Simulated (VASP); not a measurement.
The system is KI.

```xyz
2
Lattice="4.3563 0.0000 0.0000 0.0000 4.2911 0.0000 0.0000 0.0000 4.2911" Properties=species:S:1:pos:R:3 pbc="T T T"
K     0.0000    0.0000    0.0000
I     2.1782    2.1455    2.1455
```

This cell differs from its parent crystal: uniaxial x strain +1.5%.

Base run:

```yaml
Program: VASP 6.6.1
Functional: PBE
Potentials_or_basis: VASP PAW PBE potentials, release 64 (K_sv, I)
Cutoff: 520 eV
k_mesh: 4 × 4 × 4
Occupations: gaussian, width 0.01 eV
Spin: no spin polarisation
```

Its results: band gap on the k mesh 3.26 eV (least direct gap 3.60 eV); pressure 0.4 GPa.

Q: The run is repeated on the same cell with these changes: functional from PBE to HSE06; further incar settings from ALGO = Normal; EDIFF = 1e-06; NBANDS = 15 to ALGO = Normal; EDIFF = 1e-07; NBANDS = 15. What comes out?

A: Band gap on the k mesh 4.23 eV (least direct gap 4.60 eV); pressure 0.1 GPa.

Caveats: spin-orbit coupling is left out, which moves the levels of the heavy elements; the PAW data sets were made with another functional, which shifts forces and pressure a little (at least some runs).

A k mesh can miss the band edges.
